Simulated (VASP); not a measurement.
# BiTe (P4/nmm) in VASP: further runs

Runs on BiTe. Level: PBE. Tasks: single point.

Everything below comes from runs of VASP 6.6.1. Logs are shortened: lines on timing, memory, paths and dates and some standing lists are left out, and cuts for length are marked.

## (1) The cell of the first run

The structure is tetragonal, space group P4/nmm (No. 129). The conventional cell has a = 5.551 Å, b = 5.551 Å, c = 4.023 Å, α = 90.00°, β = 90.00°, γ = 90.00°. Within 4.2 Å of Bi (site symmetry 4mm) lie 8 Te at 3.19 to 3.71 Å and 6 Bi at 4.02 to 4.03 Å. Te (site symmetry -4m2) has 8 Bi at 3.19 to 3.71 Å and 6 Te at 3.92 to 4.02 Å within 4.2 Å.

## (2) Single point, PBE (30.99 Å³/atom)

File INCAR:

```
PREC = Accurate ; ENCUT = 520
EDIFF = 1E-7 ; ISMEAR = 0
SIGMA = 0.05 ; LREAL = False
LASPH = True ; NELM = 100
ALGO = Normal ; ISIF = 2
LWAVE = False ; LCHARG = False
GGA = PE ; NBANDS = 29
```

File KPOINTS:

```
Automatic mesh
0
Gamma
  6 6 8
```

File POSCAR:

```
BiTe
1.0
    5.5506174028      0.0000000000      0.0000000000
    0.0000000000      5.5506174028      0.0000000000
    0.0000000000      0.0000000000      4.0228308249
Bi Te
2 2
Direct
    0.5000000000      0.0000000000      0.3884702085
    0.0000000000      0.5000000000      0.6115297915
    0.0000000000      0.0000000000      0.0000000000
    0.5000000000      0.5000000000      0.0000000000
```

Potentials or basis: VASP PAW PBE potentials, release 64 (Bi_d, Te).

Launch:

```sh
> cat potpaw_PBE.64/Bi_d/POTCAR potpaw_PBE.64/Te/POTCAR > POTCAR
> mpirun -np 1 vasp_std > vasp.out
```

OUTCAR:

```text
PREC = Accurate
   ENCUT = 520
   EDIFF = 1E-7
   ISMEAR = 0
   LREAL = False
   LASPH = True
   NELM = 100
   ISIF = 2
   GGA = PE

 ion  position               nearest neighbor table
   1  0.500  0.000  0.388-   3 3.19   4 3.19   4 3.19   3 3.19   4 3.71   3 3.71   3 3.71   4 3.71

   2  0.000  0.500  0.612-   3 3.19   4 3.19   3 3.19   4 3.19   3 3.71   3 3.71   4 3.71   4 3.71

   3  0.000  0.000  0.000-   1 3.19   2 3.19   2 3.19   1 3.19   2 3.71   2 3.71   1 3.71   1 3.71

   4  0.500  0.500  0.000-   1 3.19   2 3.19   1 3.19   2 3.19   2 3.71   1 3.71   2 3.71   1 3.71

  LATTYP: Found a simple tetragonal cell.
 ALAT       =     5.5506174028
 C/A-ratio  =     0.7247537585

  Lattice vectors:

 A1 = (   5.5506174028,   0.0000000000,   0.0000000000)
 A2 = (   0.0000000000,   5.5506174028,   0.0000000000)
 A3 = (   0.0000000000,   0.0000000000,   4.0228308249)

Analysis of symmetry for initial positions (statically):
=====================================================================
 Subroutine PRICEL returns:
 Original cell was already a primitive cell.

 Routine SETGRP: Setting up the symmetry group for a
 simple tetragonal supercell.

 Subroutine GETGRP returns: Found 16 space group operations
 (whereof  8 operations were pure point group operations)
 out of a pool of 16 trial point group operations.

The static configuration has the point symmetry D_2d.
 The point group associated with its full space group is D_4h.

Analysis of symmetry for dynamics (positions and initial velocities):
=====================================================================
 Subroutine PRICEL returns:
 Original cell was already a primitive cell.

 Routine SETGRP: Setting up the symmetry group for a
 simple tetragonal supercell.

 Subroutine GETGRP returns: Found 16 space group operations
 (whereof  8 operations were pure point group operations)
 out of a pool of 16 trial point group operations.

The dynamic configuration has the point symmetry D_2d.
 The point group associated with its full space group is D_4h.

 Subroutine INISYM returns: Found 16 space group operations
 (whereof  8 operations are pure point group operations),
 and found     1 'primitive' translations

----------------------------------------------------------------------------------------

                                     Primitive cell

  volume of cell :     123.9408

  direct lattice vectors                    reciprocal lattice vectors
     5.550617403  0.000000000  0.000000000     0.180160138  0.000000000  0.000000000
     0.000000000  5.550617403  0.000000000     0.000000000  0.180160138  0.000000000
     0.000000000  0.000000000  4.022830825     0.000000000  0.000000000  0.248581172

  length of vectors
     5.550617403  5.550617403  4.022830825     0.180160138  0.180160138  0.248581172

  position of ions in fractional coordinates (direct lattice)
     0.500000000  0.000000000  0.388470209
     0.000000000  0.500000000  0.611529791
     0.000000000  0.000000000  0.000000000
     0.500000000  0.500000000  0.000000000

  ion indices of the primitive-cell ions
   primitive index   ion index
                 1           1
                 2           2
                 3           3
                 4           4

----------------------------------------------------------------------------------------

 KPOINTS: Automatic mesh

Automatic generation of k-mesh.
 Grid dimensions read from file:
 generate k-points for:    6    6    8

 Generating k-lattice:

  Cartesian coordinates                     Fractional coordinates (reciprocal lattice)
     0.030026690  0.000000000  0.000000000     0.166666667  0.000000000  0.000000000
     0.000000000  0.030026690  0.000000000     0.000000000  0.166666667  0.000000000
     0.000000000  0.000000000  0.031072646     0.000000000  0.000000000  0.125000000

  Length of vectors
     0.030026690  0.030026690  0.031072646

  Shift w.r.t. Gamma in fractional coordinates (k-lattice)
     0.000000000  0.000000000  0.000000000

 Subroutine IBZKPT returns following result:
 ===========================================

 Found     50 irreducible k-points:

 Following reciprocal coordinates:
            Coordinates               Weight
  0.000000  0.000000  0.000000      1.000000
  0.166667  0.000000  0.000000      4.000000
  0.333333  0.000000  0.000000      4.000000
  0.500000  0.000000  0.000000      2.000000
  0.166667  0.166667  0.000000      4.000000
  0.333333  0.166667  0.000000      8.000000
[... 16 lines left out ...]
  0.333333  0.000000  0.250000      8.000000
  0.500000  0.000000  0.250000      4.000000
 [... further k-points ...]
   k-points           NKPTS =     50   k-points in BZ     NKDIM =     50   number of bands    NBANDS=     29
   number of dos      NEDOS =    301   number of ions     NIONS =      4
   total plane-waves  NPLWV =  52920
   dimension x,y,z NGX =    42 NGY =   42 NGZ =   30
   dimension x,y,z NGXF=    84 NGYF=   84 NGZF=   60
   ions per type =               2   2
   NGX,Y,Z   is equivalent  to a cutoff of  12.58, 12.58, 12.40 a.u.
   NGXF,Y,Z  is equivalent  to a cutoff of  25.16, 25.16, 24.80 a.u.
 SYSTEM =  unknown system
   PREC   = accura    normal or accurate (medium, high low for compatibility)
   ISTART =      0    job   : 0-new  1-cont  2-samecut
   ICHARG =      2    charge: 1-file 2-atom 10-const
   ISPIN  =      1    spin polarized calculation?
   LNONCOLLINEAR =      F non collinear calculations
   LSORBIT =      F    spin-orbit coupling
   LASPH  =      T    aspherical Exc in radial PAW
   ENCUT  =  520.0 eV  38.22 Ry    6.18 a.u.  10.32 10.32  7.48*2*pi/ulx,y,z
   NELM   =    100;   NELMIN=  2; NELMDL= -5     # of ELM steps
   EDIFF  = 0.1E-06   stopping-criterion for ELM
   LREAL  =      F    real-space projection
   EDIFFG = 0.1E-05   stopping-criterion for IOM
   NSW    =      0    number of steps for IOM
   IBRION =     -1    ionic relax: 0-MD 1-quasi-New 2-CG
   NFREE  =      0    steps in history (QN), initial steepest desc. (CG)
   ISIF   =      2    stress and relaxation
   ISYM   =      2    0-nonsym 1-usesym 2-fastsym
   POTIM  = 0.5000    time-step for ionic-motion
   TEBEG  =    0.0;   TEEND  =   0.0 temperature during run
   PSTRESS=    0.0 pullay stress
   NELECT =      42.0000    total number of electrons
   NUPDOWN=      -1.0000    fix difference up-down
   EMIN   =  10.00;   EMAX   =-10.00  energy-range for DOS
   EFERMI =   0.00;   METHOD = LEGACY
   ISMEAR =     0;   SIGMA  =   0.05  broadening in eV -4-tet -1-fermi 0-gaus
   EFERMI_NEDOS =   21; number of points for ismear=-14 and -15
   IALGO  =     38    algorithm
   IMIX   =      4    mixing-type and parameters
     AMIX     =   0.40;   BMIX     =  1.00
     AMIX_MAG =   1.60;   BMIX_MAG =  1.00
  volume/ion in A,a.u.               =      30.99       209.10
  Fermi-wavevector in a.u.,A,eV,Ry     =   1.141353  2.156844 17.724114  1.302686
  Thomas-Fermi vector in A             =   2.278053
   LORBIT       =      0    0 simple, 1 ext, 2 COOP (PROOUT), +10 PAW based schemes
   GGA     = PE    functional components
   LHFCALC =     F    Hartree Fock is set to
   AEXX    =    0.0000 exact exchange contribution
   IVDW    =     0    specifies the selected vdW correction
   LEPSILON=     F    determine dielectric tensor
   LRPA    =     F    only Hartree local field effects (RPA)
 non-spin polarized calculation
 Gauss-broadening in eV      SIGMA  =   0.05
  energy-cutoff  :      520.00
  volume of cell :      123.94
 maximum number of plane-waves:      3371
 NGX is ok and might be reduce to    42
   NGX = 21   NGY = 21   NGZ = 15

 number of electron      42.0000004 magnetization

 Free energy of the ion-electron system (eV)
  ---------------------------------------------------
  ext. energy  EPLUGINS =         0.00000000
  ---------------------------------------------------
  free energy    TOTEN  =       -13.93069398 eV

  energy without entropy =      -13.92835794  energy(sigma->0) =      -13.92952596

 E-fermi :   7.7247     XC(G=0):  -9.9537

 val. band max:        7.7175266500   @ k =   0.3333   0.3333   0.1250
 cond. band min:       7.7271050429   @ k =   0.1667   0.1667   0.3750
 fundamental gap:      0.0095783929
 Fermi energy:         7.7247488695

 k-point     1 :       0.0000    0.0000    0.0000
  band No.  band energies     occupation
      1     -15.7534      2.00000
      2     -15.7490      2.00000
      3     -15.7247      2.00000
      4     -15.7235      2.00000
      5     -15.7153      2.00000
      6     -15.7077      2.00000
[... 21 lines left out ...]
     28      12.0623      0.00000
     29      12.8331      0.00000

 k-point     2 :       0.1667    0.0000    0.0000
  band No.  band energies     occupation
      1     -15.7507      2.00000
      2     -15.7469      2.00000
      3     -15.7249      2.00000
      4     -15.7243      2.00000
      5     -15.7169      2.00000
      6     -15.7130      2.00000
[... 21 lines left out ...]
     28      11.9775      0.00000
     29      13.1442      0.00000

 k-point     3 :       0.3333    0.0000    0.0000
  band No.  band energies     occupation
      1     -15.7433      2.00000
      2     -15.7414      2.00000
      3     -15.7287      2.00000
      4     -15.7237      2.00000
      5     -15.7220      2.00000
      6     -15.7199      2.00000
[... 21 lines left out ...]
     28      12.6948      0.00000
     29      13.3161      0.00000

 k-point     4 :       0.5000    0.0000    0.0000
  band No.  band energies     occupation
      1     -15.7346      2.00000
      2     -15.7346      2.00000
      3     -15.7329      2.00000
      4     -15.7329      2.00000
      5     -15.7223      2.00000
      6     -15.7223      2.00000
[... 597 lines left out ...]
     28      13.7782      0.00000
     29      15.3508      0.00000

 k-point    23 :       0.3333    0.0000    0.2500
  band No.  band energies     occupation
      1     -15.7432      2.00000
      2     -15.7396      2.00000
      3     -15.7290      2.00000
      4     -15.7237      2.00000
      5     -15.7167      2.00000
      6     -15.7147      2.00000
[... 21 lines left out ...]
     28      14.0406      0.00000
     29      14.4033      0.00000

 k-point    24 :       0.5000    0.0000    0.2500
  band No.  band energies     occupation
      1     -15.7340      2.00000
      2     -15.7340      2.00000
      3     -15.7338      2.00000
      4     -15.7338      2.00000
      5     -15.7165      2.00000
      6     -15.7165      2.00000
[... 21 lines left out ...]
     28      14.4910      0.00000
     29      14.9367      0.00000

 [... further k-points ...]
[... 5 lines left out ...]
  --------------------------------------------------------------------------------------
  -------------------------------------------------------------------------------------
  Total        0.5956125      0.5956125      0.6610435      0.0000000      0.0000000      0.0000000
  in kB        7.6994558      7.6994558      8.5452794      0.0000000      0.0000000      0.0000000
  external PRESSURE =       7.9813970 kB  Pullay stress =       0.0000000 kB

 VOLUME and BASIS-vectors are now :
 -----------------------------------------------------------------------------
  energy-cutoff  :      520.00
  volume of cell :      123.94
      direct lattice vectors                 reciprocal lattice vectors
     5.550617403  0.000000000  0.000000000     0.180160138  0.000000000  0.000000000
     0.000000000  5.550617403  0.000000000     0.000000000  0.180160138  0.000000000
     0.000000000  0.000000000  4.022830825     0.000000000  0.000000000  0.248581172

 POSITION                                       TOTAL-FORCE (eV/Angst)
 -----------------------------------------------------------------------------------
      2.77531      0.00000      1.56275         0.000000      0.000000      0.001063
      0.00000      2.77531      2.46008        -0.000000      0.000000     -0.001063
      0.00000      0.00000      0.00000        -0.000000      0.000000      0.000000
      2.77531      2.77531      0.00000        -0.000000     -0.000000      0.000000
 -----------------------------------------------------------------------------------
    total drift:                                0.000000      0.000000      0.000000

  FREE ENERGIE OF THE ION-ELECTRON SYSTEM (eV)
  ---------------------------------------------------
  free  energy   TOTEN  =       -13.9306939785 eV

  energy  without entropy=      -13.9283579379  energy(sigma->0) =      -13.92952596
```

Wall time 92 s (1 thread of Intel Xeon 6975P-C (Granite Rapids), shared host); peak memory 0.32 GiB.

Results:

```yaml
Free_energy: -13.9307 eV
Pressure: 0.8 GPa
Band_gap_on_the_k_mesh: zero (bands 21 and 22 overlap by 2.93 eV)
```

Caveat: spin-orbit coupling is left out, which moves the levels of the heavy elements.

## (3) Single point, PBE (31.48 Å³/atom)

This run uses another cell than the first one, of 31.48 Å³/atom.

File INCAR:

```
SYSTEM = BiTe
PREC = Accurate
ENCUT = 520
EDIFF = 1E-6
ISMEAR = 0
SIGMA = 0.05
LREAL = .FALSE.
LASPH = .TRUE.
NELM = 60
ALGO = Normal
ISIF = 2
LWAVE = .FALSE.
LCHARG = .FALSE.
GGA = PE
NBANDS = 29
```

File KPOINTS:

```
Automatic mesh
0
G
  6 6 8
  0 0 0
```

File POSCAR:

```
BiTe
1.0
    5.5675787946      0.0000000000      0.0000000000
    0.0000000000      5.5675787946      0.0000000000
    0.0000000000      0.0000000000      4.0618233850
Bi Te
2 2
Direct
    0.5000000000      0.0000000000      0.3799535017
    0.0000000000      0.5000000000      0.6200464983
    0.0000000000      0.0000000000      0.0000000000
    0.5000000000      0.5000000000      0.0000000000
```

Potentials or basis: VASP PAW PBE potentials, release 64 (Bi_d, Te).

Launch:

```sh
> cat potpaw_PBE.64/Bi_d/POTCAR potpaw_PBE.64/Te/POTCAR > POTCAR
> mpirun -np 1 vasp_std > vasp.out
```

Run time: 91 s. Hardware: 1 thread of Intel Xeon 6975P-C (Granite Rapids), shared host; peak memory 0.31 GiB.

It converged, with:

```yaml
Free_energy: -13.9386 eV
Pressure: 0.4 GPa
Band_gap_on_the_k_mesh: zero (bands 21 and 22 overlap by 2.91 eV)
```

Levels at points of the mesh, in eV from the Fermi level:
| k point | band 18 | band 19 | band 20 | band 21 | band 22 | band 23 | band 24 | band 25 |
| --- | --- | --- | --- | --- | --- | --- | --- | --- |
| (0.00, 0.00, 0.00) | -2.81 | -2.42 | -0.68 | 0.18 | 2.20 | 2.58 | 2.58 | 3.04 |
| (0.50, 0.00, 0.00) | -2.22 | -1.77 | -1.77 | 0.03 | 0.03 | 1.75 | 1.75 | 2.95 |
| (0.50, 0.50, 0.00) | -1.77 | -1.08 | -1.08 | -0.98 | -0.98 | 0.53 | 0.53 | 1.03 |
| (0.00, 0.00, 0.50) | -3.23 | -2.81 | -2.81 | -1.38 | -1.21 | -0.72 | -0.72 | 1.25 |
| (0.50, 0.00, 0.50) | -3.52 | -3.29 | -3.29 | -0.63 | -0.63 | 0.98 | 0.98 | 2.01 |
| (0.50, 0.50, 0.50) | -5.35 | -0.61 | -0.61 | 1.32 | 1.32 | 2.20 | 2.20 | 2.32 |

Caveat: spin-orbit coupling is left out, which moves the levels of the heavy elements.

The gap in the log of VASP goes by the Fermi energy; the results here count the filled bands.